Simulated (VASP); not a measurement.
Write the native input for VASP 6.6.1 that does the following.

- Task: single point
- Functional: LDA
- Potentials or basis: VASP PAW LDA potentials, release 64 (Sc_sv, H)
- Cutoff: 520 eV
- k mesh: 4 × 6 × 1
- Occupations: gaussian, width 0.1 eV
- Spin: no spin polarisation
- Dipole correction: yes
- Further INCAR settings: ALGO = Normal; EDIFF = 1e-06; NBANDS = 54

The structure of Sc8H lies in POSCAR:

```
Sc8H
1.0
    6.4591689165      0.0000000000      0.0000000000
    0.0000000000      4.9849552023      0.0000000000
    0.0000000000      0.0000000000     19.0264987477
Sc H
8 1
Direct
    0.0000000000      0.7500000000      0.2102331098
    0.5000000000      0.7500000000      0.2102331098
    0.2500000000      0.2500000000      0.2592332301
    0.7500000000      0.2500000000      0.2592332301
    0.2500000000      0.7500000000      0.3431453096
    0.7500000000      0.7500000000      0.3431453096
    0.0000000000      0.2500000000      0.3955798094
    0.5000000000      0.2500000000      0.3955798094
    0.0000000000      0.6250000000      0.4084954233
```

These files were run (other wordings do the same):

INCAR

```
PREC = Accurate
ENCUT = 520
EDIFF = 1E-6
ISMEAR = 0
SIGMA = 0.1
LREAL = F
LASPH = T
NELM = 60
ALGO = Normal
ISIF = 2
LWAVE = F
LCHARG = F
LDIPOL = T
IDIPOL = 3
DIPOL = 0.5 0.5 0.314
NBANDS = 54
```

KPOINTS

```
Automatic mesh
0
Gamma
  4 6 1
```

Potentials or basis: VASP PAW LDA potentials, release 64 (Sc_sv, H).

The run is started by

```console
$ cat potpaw_LDA.64/Sc_sv/POTCAR potpaw_LDA.64/H/POTCAR > POTCAR
$ mpirun -np 1 vasp_std > vasp.out
```

It gave:

```json
{
  "Largest force": "1.011 eV/Å",
  "Band gap on the k mesh": "zero (an odd number of electrons rules out a gap without spin polarisation)"
}
```

It took 8.3 min on 1 thread of AMD EPYC 9R45 96-Core Processor (Zen 5), on a shared host, peak memory 0.59 GiB.
